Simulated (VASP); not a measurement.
# Si47C48 (a cell with a defect) in VASP: a series of runs, part 2 of 2

VASP 6.6.1. The steps go on from the part before.

### Step 3. Relaxation of the atoms, PBEsol

INCAR

```
SYSTEM = Si47C48
ALGO = Normal ; EDIFF = 1E-7
EDIFFG = -0.03 ; ENCUT = 520
GGA = PS ; GGA_COMPAT = .FALSE.
IBRION = 2 ; ISIF = 2
ISMEAR = -1 ; ISYM = -1
KPAR = 1 ; LASPH = .TRUE.
LCHARG = .FALSE. ; LREAL = Auto
LWAVE = .FALSE. ; NELECT = 384.0
NELM = 120 ; NELMIN = 4
NSW = 100 ; PREC = Accurate
SIGMA = 0.05
```

KPOINTS

```
explicit points
1
Reciprocal
  0.25000000   0.25000000   0.25000000 1
```

POSCAR

```
Si47C48
1.0
    9.2280510000      0.0000000000      0.0000000000
    0.0000000000     10.6556360000      0.0000000000
    0.0000000000      0.0000000000     10.0951400000
Si C
47 48
Direct
    0.0013000000      0.1655250000      0.9978660000
    0.0005310000      0.1667950000      0.4983040000
    0.3364850000      0.1637530000      0.0023870000
    0.3355660000      0.1655660000      0.5017670000
    0.1677810000      0.4150490000      0.9984840000
    0.1664050000      0.4159900000      0.4983730000
    0.0009050000      0.6673190000      0.0002270000
    0.9998060000      0.6672140000      0.4992780000
    0.6681260000      0.1683340000      0.9987760000
    0.6669450000      0.1685080000      0.5014230000
    0.4989910000      0.4170510000      0.9989460000
    0.3340160000      0.6684500000      0.0007430000
    0.3337200000      0.6649160000      0.4987800000
    0.1692320000      0.9162610000      0.9993440000
    0.1625610000      0.9162330000      0.4978940000
    0.8284040000      0.4150630000      0.0015850000
    0.8305610000      0.4153320000      0.4968080000
    0.6660230000      0.6636190000      0.9987620000
    0.6625220000      0.6657830000      0.4985540000
    0.5022230000      0.9171760000      0.9987710000
    0.5001690000      0.9169400000      0.4989710000
    0.8339590000      0.9165590000      0.0029710000
    0.8329050000      0.9165310000      0.5031770000
    0.1687120000      0.0808890000      0.2504760000
    0.1635480000      0.0850360000      0.7486410000
    0.0028480000      0.3355160000      0.2483380000
    0.9971250000      0.3332080000      0.7540910000
    0.4989220000      0.0881660000      0.2489840000
    0.4971910000      0.0830930000      0.7534280000
    0.3330920000      0.3354250000      0.2493120000
    0.3362500000      0.3377000000      0.7459900000
    0.1709840000      0.5882460000      0.2490110000
    0.1659090000      0.5832620000      0.7524720000
    0.0011370000      0.8300670000      0.2498690000
    0.0016590000      0.8341590000      0.7521620000
    0.8321630000      0.0848100000      0.2473880000
    0.8317260000      0.0856700000      0.7507790000
    0.6697300000      0.3292850000      0.2522270000
    0.6660270000      0.3352780000      0.7486680000
    0.5046390000      0.5827970000      0.2480770000
    0.5023120000      0.5852830000      0.7510980000
    0.3360330000      0.8349330000      0.2468470000
    0.3337080000      0.8326090000      0.7491960000
    0.8329350000      0.5841580000      0.2489820000
    0.8369420000      0.5807710000      0.7490710000
    0.6681300000      0.8297570000      0.2457350000
    0.6668150000      0.8327450000      0.7499020000
    0.9995500000      0.1681000000      0.1892130000
    0.9979780000      0.1661440000      0.6860580000
    0.3311940000      0.1694880000      0.1882830000
    0.3360890000      0.1697530000      0.6853280000
    0.1670620000      0.4152750000      0.1911980000
    0.1673280000      0.4166200000      0.6857390000
    0.0022980000      0.6664560000      0.1912180000
    0.0013850000      0.6632420000      0.6913120000
    0.6665110000      0.1703080000      0.1875840000
    0.6632770000      0.1644910000      0.6911150000
    0.5011150000      0.4159530000      0.1869830000
    0.5007820000      0.4138300000      0.6883600000
    0.3305940000      0.6696840000      0.1921120000
    0.3329490000      0.6674420000      0.6865360000
    0.1646610000      0.9177060000      0.1882330000
    0.1672020000      0.9163190000      0.6866640000
    0.8325660000      0.4165350000      0.1890800000
    0.8339950000      0.4188080000      0.6886760000
    0.6664580000      0.6679180000      0.1882500000
    0.6659910000      0.6653420000      0.6883330000
    0.4979700000      0.9165780000      0.1880300000
    0.4996930000      0.9149850000      0.6849080000
    0.8346760000      0.9193700000      0.1921820000
    0.8292430000      0.9174010000      0.6917210000
    0.1662480000      0.0843970000      0.4361040000
    0.1664370000      0.0852060000      0.9390370000
    0.0017540000      0.3375100000      0.4385400000
    0.9964830000      0.3349080000      0.9364430000
    0.4992480000      0.0837250000      0.4354100000
    0.4984810000      0.0827190000      0.9393480000
    0.3318020000      0.3318640000      0.4388540000
    0.3351530000      0.3343230000      0.9380070000
    0.1654680000      0.5864240000      0.4391330000
    0.1686490000      0.5830950000      0.9395850000
    0.9999840000      0.8353360000      0.4362720000
    0.9971660000      0.8365150000      0.9382640000
    0.8400500000      0.0850030000      0.4394780000
    0.8336320000      0.0844290000      0.9395990000
    0.6622320000      0.3338980000      0.4411950000
    0.6654070000      0.3313610000      0.9386320000
    0.5025660000      0.5827760000      0.4381520000
    0.4994050000      0.5842220000      0.9398300000
    0.3313970000      0.8318320000      0.4435700000
    0.3333280000      0.8319260000      0.9364630000
    0.8329050000      0.5838910000      0.4385700000
    0.8364250000      0.5816250000      0.9336660000
    0.6689680000      0.8316050000      0.4385280000
    0.6670920000      0.8327650000      0.9359650000
```

Potentials or basis: VASP PAW PBE potentials, release 64 (Si, C).

Started as:

```bash
cat potpaw_PBE.64/Si/POTCAR potpaw_PBE.64/C/POTCAR > POTCAR
mpirun -np 4 vasp_std > vasp.out
```

OUTCAR:

```text
SYSTEM = Si47C48
   EDIFF = 1E-7
   EDIFFG = -0.03
   ENCUT = 520
   GGA = PS
   IBRION = 2
   ISIF = 2
   ISMEAR = -1
   ISYM = -1
   LASPH = .TRUE.
   LREAL = Auto
   NELECT = 384.0
   NELM = 120
   NELMIN = 4
   NSW = 100
   PREC = Accurate

 ion  position               nearest neighbor table
   1  0.001  0.166  0.998-  73 1.85  85 1.87  75 1.91  48 1.93  27 3.04  25 3.05  37 3.07  22 3.07
                             5 3.07   9 3.07  14 3.08  36 3.09   3 3.09  16 3.10  26 3.11  24 3.11
   2  0.001  0.167  0.498-  84 1.82  72 1.87  49 1.90  74 1.92  15 3.06   6 3.06  25 3.07  17 3.08
                            10 3.08  24 3.08  23 3.08   4 3.09  36 3.10  26 3.10  37 3.11  27 3.13
   3  0.336  0.164  0.002-  77 1.84  50 1.88  73 1.89  79 1.93  28 3.02  20 3.04  29 3.04  14 3.06
                             9 3.06  24 3.07  11 3.09  30 3.09   1 3.09   5 3.10  25 3.13
   4  0.336  0.166  0.502-  51 1.85  76 1.87  78 1.88  72 1.90  21 3.05  10 3.06  31 3.07  29 3.07
[... 1295 lines left out ...]

  energy without entropy =     -714.21293526  energy(sigma->0) =     -714.21293677

 E-fermi :  10.0720     XC(G=0): -11.4760

 val. band max:        9.3800952274   @ k =   0.2500   0.2500   0.2500
 cond. band min:      10.7904858101   @ k =   0.2500   0.2500   0.2500
 fundamental gap:      1.4103905826
 Fermi energy:        10.0720482578

 k-point     1 :       0.2500    0.2500    0.2500
  band No.  band energies     occupation
      1      -7.4741      2.00000
      2      -6.9072      2.00000
      3      -6.8371      2.00000
      4      -6.7281      2.00000
      5      -6.2614      2.00000
      6      -6.1821      2.00000
[... 196 lines left out ...]
    203      11.7588      0.00000
    204      11.7856      0.00000
 [bands above 204 left out]

------------------------ aborting loop because EDIFF is reached ----------------------------------------

  FORCE on cell =-STRESS in cart. coord.  units (eV):
  Direction    XX          YY          ZZ          XY          YZ          ZX
  --------------------------------------------------------------------------------------
  -------------------------------------------------------------------------------------
  Total       50.6158273     52.7361238     49.7844281      2.1592085     -0.0955732      0.6245159
  in kB       81.6949505     85.1171511     80.3530556      3.4850054     -0.1542571      1.0079811
  external PRESSURE =      82.3883857 kB  Pullay stress =       0.0000000 kB
[... 110 lines left out ...]
  FREE ENERGIE OF THE ION-ELECTRON SYSTEM (eV)
  ---------------------------------------------------
  free  energy   TOTEN  =      -714.2129382786 eV

  energy  without entropy=     -714.2129352572  energy(sigma->0) =     -714.21293677

 reached required accuracy - stopping structural energy minimisation
```

Run time: 19 min. Hardware: 4 MPI ranks of Intel Xeon Platinum 8375C at 2.90GHz (Ice Lake), shared host; peak memory 0.38 GiB.

Results:

| Item | Value |
| --- | --- |
| Free energy | -714.2129 eV |
| Energy gained by relaxing | 35.6 meV/atom |
| Ionic steps | 17 |
| Largest force after relaxing | 0.028 eV/Å |

Forces in eV/Å, atoms in the order of the input:
```
Si  -0.001  0.006  0.005
Si   0.003  0.016 -0.001
Si   0.003  0.005  0.003
Si   0.009  0.008 -0.010
Si   0.007 -0.003  0.004
Si   0.003 -0.003 -0.007
Si  -0.003 -0.010  0.006
Si  -0.013 -0.012 -0.004
Si  -0.004  0.003  0.010
Si   0.003  0.005  0.003
Si   0.000 -0.002 -0.001
Si   0.000 -0.004  0.001
Si   0.013 -0.005 -0.018
Si   0.000  0.009  0.006
Si   0.003  0.008  0.002
Si  -0.008 -0.004  0.000
Si  -0.003  0.001 -0.011
Si  -0.001 -0.005  0.000
Si   0.018  0.005 -0.004
Si  -0.008  0.006  0.011
Si   0.010  0.008 -0.005
Si   0.004  0.007  0.008
Si  -0.004  0.007 -0.006
Si   0.001  0.001  0.003
Si   0.003  0.015  0.000
Si  -0.002  0.010  0.005
Si   0.003  0.000 -0.007
Si  -0.002  0.000 -0.001
Si   0.002  0.003 -0.001
Si   0.007 -0.006 -0.006
Si  -0.003 -0.005  0.003
Si   0.007 -0.011  0.003
Si   0.004 -0.010  0.003
Si  -0.005 -0.006  0.004
Si  -0.001 -0.004  0.003
Si  -0.013  0.000  0.014
Si  -0.002  0.004  0.003
Si  -0.008  0.000 -0.011
Si   0.008 -0.001 -0.007
Si   0.004 -0.003 -0.004
Si   0.002  0.002 -0.006
Si  -0.004 -0.004  0.013
Si   0.005  0.005  0.000
Si  -0.016 -0.013  0.007
Si  -0.005 -0.008 -0.013
Si  -0.004 -0.007  0.006
Si  -0.005  0.004 -0.003
C   -0.003 -0.006  0.001
C   -0.001  0.003  0.003
C   -0.006 -0.015 -0.003
C    0.006 -0.005 -0.005
C    0.003  0.007 -0.003
C    0.011  0.006 -0.003
C   -0.006  0.000  0.001
C    0.007  0.005  0.005
C   -0.003 -0.013 -0.002
C   -0.007 -0.010  0.008
C   -0.003  0.000 -0.004
C    0.003  0.008 -0.007
C    0.004 -0.001 -0.014
C   -0.001  0.003 -0.007
C   -0.010 -0.004  0.005
C    0.007  0.001  0.007
C   -0.001 -0.003 -0.003
C    0.004  0.004 -0.012
C   -0.005  0.010 -0.013
C    0.003  0.013 -0.007
C    0.002  0.004  0.001
C    0.002 -0.006  0.007
C    0.004 -0.008  0.003
C   -0.001  0.002  0.009
C    0.004 -0.003  0.012
C    0.003 -0.004  0.004
C    0.009 -0.001  0.000
C   -0.001  0.006 -0.012
C    0.003 -0.001  0.005
C    0.005  0.002 -0.006
C    0.005 -0.004  0.023
C   -0.009 -0.004 -0.003
C    0.008 -0.002  0.005
C    0.009  0.007 -0.006
C    0.002 -0.004  0.014
C    0.008  0.001  0.000
C    0.006 -0.002  0.006
C    0.000 -0.007 -0.001
C   -0.001 -0.011  0.012
C   -0.004  0.002 -0.002
C   -0.027  0.007  0.000
C   -0.012  0.013  0.007
C   -0.005  0.001  0.003
C   -0.012 -0.009 -0.011
C   -0.005  0.006 -0.001
C   -0.009  0.004 -0.015
C    0.001  0.004  0.005
C    0.010 -0.004 -0.010
```

The path:
| step | energy change (eV) | largest force (eV/Å) | pressure (GPa) |
| --- | --- | --- | --- |
| 1 | 0.0000 | 3.4685 | 7.73 |
| 2 | -0.5136 | 4.2369 | 8.95 |
| 3 | -2.9105 | 1.1501 | 7.70 |
| 4 | -3.1964 | 0.7727 | 7.93 |
| 5 | -3.1982 | 0.7142 | 7.91 |
| 6 | -3.3122 | 0.3808 | 8.04 |
| 7 | -3.3127 | 0.4311 | 8.05 |
| 8 | -3.3540 | 0.2463 | 8.17 |
| 9 | -3.3542 | 0.1968 | 8.16 |
| 10 | -3.3708 | 0.0960 | 8.20 |
| 11 | -3.3708 | 0.0975 | 8.20 |
| 12 | -3.3764 | 0.0740 | 8.22 |
| 13 | -3.3765 | 0.0701 | 8.22 |
| 14 | -3.3784 | 0.0404 | 8.23 |
| 15 | -3.3785 | 0.0471 | 8.24 |
| 16 | -3.3791 | 0.0344 | 8.24 |
| 17 | -3.3792 | 0.0279 | 8.24 |

Levels at points of the mesh, in eV from the Fermi level:
```tsv
k point	band 188	band 189	band 190	band 191	band 192	band 193	band 194	band 195	band 196	band 197
(0.25, 0.25, 0.25)	-2.38	-2.20	-1.03	-0.93	-0.69	0.72	0.75	0.80	1.00	1.11
```

Caveat: the cell carries a net charge on a neutralising background, which shifts energy and pressure; the cell is charged against a uniform background, so pressure and absolute levels hang on convention; the PAW data sets were made with another functional, which shifts forces and pressure a little.
